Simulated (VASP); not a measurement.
# Al (I4/mmm) in VASP: single point with LDA

Aim: the single point of Al with LDA.

All numbers are computed with VASP 6.6.1; they aren't measurements. Logs are shortened: lines on timing, memory, paths and dates and some standing lists are left out, and cuts for length are marked.

## 1. The cell of the first run

The structure is tetragonal, space group I4/mmm (No. 139). Conventional cell: a = 3.822 Å, b = 3.822 Å, c = 8.561 Å, α = 90.00°, β = 90.00°, γ = 90.00°. Al (site symmetry 4/mmm) has 8 Al at 2.87 Å within 3.8 Å. Within 3.6 Å of Al (site symmetry -4m2) lie 8 Al at 2.70 to 2.87 Å.

## 2. Single point, LDA

INCAR reads:

```
  PREC = Accurate
  ENCUT = 520
  EDIFF = 1E-6
  ISMEAR = 1
  SIGMA = 0.05
  LREAL = F
  LASPH = T
  NELM = 60
  ALGO = Normal
  ISIF = 2
  LWAVE = F
  LCHARG = F
  NBANDS = 12
```

KPOINTS reads:

```
regular mesh
0
Gamma
  9 9 9
```

POSCAR reads:

```
Al
1.0
   -1.9111070000      1.9111070000      4.2806690000
    1.9111070000     -1.9111070000      4.2806690000
    1.9111070000      1.9111070000     -4.2806690000
Al
3
Direct
    0.5000000000      0.5000000000      0.0000000000
    0.7500000000      0.2500000000      0.5000000000
    0.2500000000      0.7500000000      0.5000000000
```

Potentials or basis: VASP PAW LDA potentials, release 64 (Al).

On the command line:

```sh
cat potpaw_LDA.64/Al/POTCAR > POTCAR
mpirun -np 1 vasp_std > vasp.out
```

OUTCAR:

```text
PREC = Accurate
   ENCUT = 520
   EDIFF = 1E-6
   ISMEAR = 1
   LREAL = F
   LASPH = T
   NELM = 60
   ISIF = 2

 ion  position               nearest neighbor table
   1  0.500  0.500  0.000-   3 2.87   2 2.87   2 2.87   3 2.87   2 2.87   3 2.87   3 2.87   2 2.87

   2  0.750  0.250  0.500-   3 2.70   3 2.70   3 2.70   3 2.70   1 2.87   1 2.87   1 2.87   1 2.87

   3  0.250  0.750  0.500-   2 2.70   2 2.70   2 2.70   2 2.70   1 2.87   1 2.87   1 2.87   1 2.87

  LATTYP: Found a body centered tetragonal cell.
 ALAT       =     3.8222140000
 C/A-ratio  =     2.2398897602

  Lattice vectors:

 A1 = (  -1.9111070000,   1.9111070000,   4.2806690000)
 A2 = (   1.9111070000,  -1.9111070000,   4.2806690000)
 A3 = (   1.9111070000,   1.9111070000,  -4.2806690000)

Analysis of symmetry for initial positions (statically):
=====================================================================
 Subroutine PRICEL returns:
 Original cell was already a primitive cell.

 Routine SETGRP: Setting up the symmetry group for a
 body centered tetragonal supercell.

 Subroutine GETGRP returns: Found 16 space group operations
 (whereof 16 operations were pure point group operations)
 out of a pool of 16 trial point group operations.

The static configuration has the point symmetry D_4h.

Analysis of symmetry for dynamics (positions and initial velocities):
=====================================================================
 Subroutine PRICEL returns:
 Original cell was already a primitive cell.

 Routine SETGRP: Setting up the symmetry group for a
 body centered tetragonal supercell.

 Subroutine GETGRP returns: Found 16 space group operations
 (whereof 16 operations were pure point group operations)
 out of a pool of 16 trial point group operations.

The dynamic configuration has the point symmetry D_4h.

 Subroutine INISYM returns: Found 16 space group operations
 (whereof 16 operations are pure point group operations),
 and found     1 'primitive' translations

----------------------------------------------------------------------------------------

                                     Primitive cell

  volume of cell :      62.5377

  direct lattice vectors                    reciprocal lattice vectors
    -1.911107000  1.911107000  4.280669000     0.000000000  0.261628470  0.116804172
     1.911107000 -1.911107000  4.280669000     0.261628470  0.000000000  0.116804172
     1.911107000  1.911107000 -4.280669000     0.261628470  0.261628470  0.000000000

  length of vectors
     5.062488224  5.062488224  5.062488224     0.286518186  0.286518186  0.369998530

  position of ions in fractional coordinates (direct lattice)
     0.500000000  0.500000000  0.000000000
     0.750000000  0.250000000  0.500000000
     0.250000000  0.750000000  0.500000000

  ion indices of the primitive-cell ions
   primitive index   ion index
                 1           1
                 2           2
                 3           3

----------------------------------------------------------------------------------------

 KPOINTS: regular mesh

Automatic generation of k-mesh.
 Grid dimensions read from file:
 generate k-points for:    9    9    9

 Generating k-lattice:

  Cartesian coordinates                     Fractional coordinates (reciprocal lattice)
     0.000000000  0.029069830  0.012978241     0.111111111  0.000000000 -0.000000000
     0.029069830  0.000000000  0.012978241     0.000000000  0.111111111 -0.000000000
     0.029069830  0.029069830  0.000000000     0.000000000  0.000000000  0.111111111

  Length of vectors
     0.031835354  0.031835354  0.041110948

  Shift w.r.t. Gamma in fractional coordinates (k-lattice)
     0.000000000  0.000000000  0.000000000

 Subroutine IBZKPT returns following result:
 ===========================================

 Found     75 irreducible k-points:

 Following reciprocal coordinates:
            Coordinates               Weight
  0.000000  0.000000  0.000000      1.000000
  0.111111  0.000000 -0.000000      8.000000
  0.222222  0.000000  0.000000      8.000000
  0.333333  0.000000 -0.000000      8.000000
  0.444444  0.000000  0.000000      8.000000
  0.111111  0.111111 -0.000000      8.000000
[... 16 lines left out ...]
 -0.333333  0.333333  0.000000      4.000000
  0.444444  0.444444 -0.000000      8.000000
 [... further k-points ...]
   k-points           NKPTS =     75   k-points in BZ     NKDIM =     75   number of bands    NBANDS=     12
   number of dos      NEDOS =    301   number of ions     NIONS =      3
   total plane-waves  NPLWV =  64000
   dimension x,y,z NGX =    40 NGY =   40 NGZ =   40
   dimension x,y,z NGXF=    80 NGYF=   80 NGZF=   80
   ions per type =               3
   NGX,Y,Z   is equivalent  to a cutoff of  13.14, 13.14, 13.14 a.u.
   NGXF,Y,Z  is equivalent  to a cutoff of  26.27, 26.27, 26.27 a.u.
 SYSTEM =  unknown system
   PREC   = accura    normal or accurate (medium, high low for compatibility)
   ISTART =      0    job   : 0-new  1-cont  2-samecut
   ICHARG =      2    charge: 1-file 2-atom 10-const
   ISPIN  =      1    spin polarized calculation?
   LNONCOLLINEAR =      F non collinear calculations
   LSORBIT =      F    spin-orbit coupling
   LASPH  =      T    aspherical Exc in radial PAW
   ENCUT  =  520.0 eV  38.22 Ry    6.18 a.u.   9.41  9.41  9.41*2*pi/ulx,y,z
   NELM   =     60;   NELMIN=  2; NELMDL= -5     # of ELM steps
   EDIFF  = 0.1E-05   stopping-criterion for ELM
   LREAL  =      F    real-space projection
   EDIFFG = 0.1E-04   stopping-criterion for IOM
   NSW    =      0    number of steps for IOM
   IBRION =     -1    ionic relax: 0-MD 1-quasi-New 2-CG
   NFREE  =      0    steps in history (QN), initial steepest desc. (CG)
   ISIF   =      2    stress and relaxation
   ISYM   =      2    0-nonsym 1-usesym 2-fastsym
   POTIM  = 0.5000    time-step for ionic-motion
   TEBEG  =    0.0;   TEEND  =   0.0 temperature during run
   PSTRESS=    0.0 pullay stress
   NELECT =       9.0000    total number of electrons
   NUPDOWN=      -1.0000    fix difference up-down
   EMIN   =  10.00;   EMAX   =-10.00  energy-range for DOS
   EFERMI =   0.00;   METHOD = LEGACY
   ISMEAR =     1;   SIGMA  =   0.05  broadening in eV -4-tet -1-fermi 0-gaus
   EFERMI_NEDOS =   21; number of points for ismear=-14 and -15
   IALGO  =     38    algorithm
   IMIX   =      4    mixing-type and parameters
     AMIX     =   0.40;   BMIX     =  1.00
     AMIX_MAG =   1.60;   BMIX_MAG =  1.00
  volume/ion in A,a.u.               =      20.85       140.67
  Fermi-wavevector in a.u.,A,eV,Ry     =   0.857910  1.621215 10.014021  0.736010
  Thomas-Fermi vector in A             =   1.975035
   LORBIT       =      0    0 simple, 1 ext, 2 COOP (PROOUT), +10 PAW based schemes
   GGA     = CA    functional components
   LHFCALC =     F    Hartree Fock is set to
   AEXX    =    0.0000 exact exchange contribution
   IVDW    =     0    specifies the selected vdW correction
   LEPSILON=     F    determine dielectric tensor
   LRPA    =     F    only Hartree local field effects (RPA)
 non-spin polarized calculation
 Methfessel and Paxton  Order N= 1 SIGMA  =   0.05
  energy-cutoff  :      520.00
  volume of cell :       62.54
 maximum number of plane-waves:      1695
 NGX is ok and might be reduce to    40
   NGX = 19   NGY = 19   NGZ = 19

 number of electron       9.0000000 magnetization

 Free energy of the ion-electron system (eV)
  ---------------------------------------------------
  ext. energy  EPLUGINS =         0.00000000
  ---------------------------------------------------
  free energy    TOTEN  =       -11.65048881 eV

  energy without entropy =      -11.65027281  energy(sigma->0) =      -11.65041681

 E-fermi :   5.2167     XC(G=0):  -9.3572

 val. band max:        5.2136072257   @ k =  -0.4444   0.2222   0.0000
 cond. band min:       5.2216055751   @ k =  -0.3333   0.4444   0.1111
 fundamental gap:      0.0079983494
 Fermi energy:         5.2166787297

 k-point     1 :       0.0000    0.0000    0.0000
  band No.  band energies     occupation
      1      -4.4239      2.00000
      2       2.9180      2.00000
      3       4.1291      2.00000
      4       5.6013     -0.00000
      5       5.6013     -0.00000
      6       7.7010      0.00000
      7       7.7010      0.00000
      8       7.8884      0.00000
      9       8.0052      0.00000
     10       8.1523      0.00000
     11      11.0251      0.00000
     12      13.3629      0.00000

 k-point     2 :       0.1111    0.0000   -0.0000
  band No.  band energies     occupation
      1      -4.2805      2.00000
      2       2.5767      2.00000
      3       4.4043      2.00000
      4       4.7166      2.00000
      5       5.6576     -0.00000
      6       6.4471      0.00000
      7       7.8667      0.00000
      8       7.9651      0.00000
      9       9.0435      0.00000
     10       9.3965      0.00000
     11      11.8837      0.00000
     12      12.1938      0.00000

 k-point     3 :       0.2222    0.0000    0.0000
  band No.  band energies     occupation
      1      -3.8527      2.00000
      2       1.8806      2.00000
      3       3.0597      2.00000
      4       4.7604      2.00000
      5       5.8468     -0.00000
      6       6.1576     -0.00000
      7       8.1070      0.00000
      8       8.2598      0.00000
      9      10.0560      0.00000
     10      10.8485      0.00000
     11      11.3190      0.00000
     12      13.0719      0.00000

 k-point     4 :       0.3333    0.0000   -0.0000
  band No.  band energies     occupation
      1      -3.1509      2.00000
      2       0.5724      2.00000
      3       2.5785      2.00000
      4       3.8542      2.00000
      5       6.1999     -0.00000
      6       7.4644      0.00000
      7       8.3278      0.00000
      8       8.4219      0.00000
      9      10.3625      0.00000
     10      10.5059      0.00000
     11      12.5125      0.00000
     12      13.1249      0.00000

 k-point     5 :       0.4444    0.0000    0.0000
  band No.  band energies     occupation
      1      -2.2278      2.00000
      2      -0.7902      2.00000
      3       2.6552      2.00000
      4       3.1552      2.00000
      5       6.6800      0.00000
      6       7.7349      0.00000
      7       8.7308      0.00000
      8       9.1698      0.00000
      9      10.1578      0.00000
     10      11.0040      0.00000
     11      11.2306      0.00000
     12      13.1615      0.00000
[... 228 lines left out ...]
      1      -0.6777      2.00000
      2      -0.1235      2.00000
      3       1.4798      2.00000
      4       2.8163      2.00000
      5       3.8088      2.00000
      6       6.1160     -0.00000
      7       6.7407      0.00000
      8       8.5658      0.00000
      9       9.8908      0.00000
     10      12.1046      0.00000
     11      13.7644      0.00000
     12      14.6364      0.00000

 k-point    22 :      -0.4444    0.3333    0.0000
  band No.  band energies     occupation
      1      -1.4490      2.00000
      2       0.8274      2.00000
      3       2.2751      2.00000
      4       2.8793      2.00000
      5       3.5063      2.00000
      6       5.3035     -0.03393
      7       6.0822     -0.00000
      8       8.2993      0.00000
      9      10.0608      0.00000
     10      12.2735      0.00000
     11      15.1091      0.00000
     12      15.1975      0.00000

 k-point    23 :      -0.3333    0.3333    0.0000
  band No.  band energies     occupation
      1      -2.2745      2.00000
      2       2.0190      2.00000
      3       2.3121      2.00000
      4       3.3334      2.00000
      5       3.8266      2.00000
      6       5.1788      1.95732
      7       5.5083     -0.00000
      8       7.4627      0.00000
      9      11.5793      0.00000
     10      13.0378      0.00000
     11      14.4810      0.00000
     12      15.1411      0.00000

 k-point    24 :       0.4444    0.4444   -0.0000
  band No.  band energies     occupation
      1       0.0729      2.00000
      2       0.5852      2.00000
      3       0.6751      2.00000
      4       2.6633      2.00000
      5       3.0555      2.00000
      6       5.2012      1.49729
      7       7.2991      0.00000
      8       8.2615      0.00000
      9       9.4915      0.00000
     10      10.5918      0.00000
     11      15.4719      0.00000
     12      16.8149      0.00000

 [... further k-points ...]

------------------------ aborting loop because EDIFF is reached ----------------------------------------

  FORCE on cell =-STRESS in cart. coord.  units (eV):
  Direction    XX          YY          ZZ          XY          YZ          ZX
  --------------------------------------------------------------------------------------
  -------------------------------------------------------------------------------------
  Total       -0.6061908     -0.6061908     -3.4146658      0.0000000     -0.0000000      0.0000000
  in kB      -15.5302428    -15.5302428    -87.4816857      0.0000000     -0.0000000      0.0000000
  external PRESSURE =     -39.5140571 kB  Pullay stress =       0.0000000 kB

 VOLUME and BASIS-vectors are now :
 -----------------------------------------------------------------------------
  energy-cutoff  :      520.00
  volume of cell :       62.54
      direct lattice vectors                 reciprocal lattice vectors
    -1.911107000  1.911107000  4.280669000     0.000000000  0.261628470  0.116804172
     1.911107000 -1.911107000  4.280669000     0.261628470  0.000000000  0.116804172
     1.911107000  1.911107000 -4.280669000     0.261628470  0.261628470  0.000000000

 POSITION                                       TOTAL-FORCE (eV/Angst)
 -----------------------------------------------------------------------------------
      0.00000      0.00000      4.28067         0.000000     -0.000000      0.000000
     -0.00000      1.91111      2.14033         0.000000      0.000000     -0.000000
      1.91111     -0.00000      2.14033        -0.000000     -0.000000     -0.000000
 -----------------------------------------------------------------------------------
    total drift:                                0.000000     -0.000000     -0.000000

  FREE ENERGIE OF THE ION-ELECTRON SYSTEM (eV)
  ---------------------------------------------------
  free  energy   TOTEN  =       -11.6504888134 eV

  energy  without entropy=      -11.6502728050  energy(sigma->0) =      -11.65041681
```

It took 33 s on 1 thread of AMD EPYC 9R45 (Zen 5), shared host; peak memory 0.17 GiB.

Results:

* Free energy: -11.6505 eV
* Pressure: -4.0 GPa
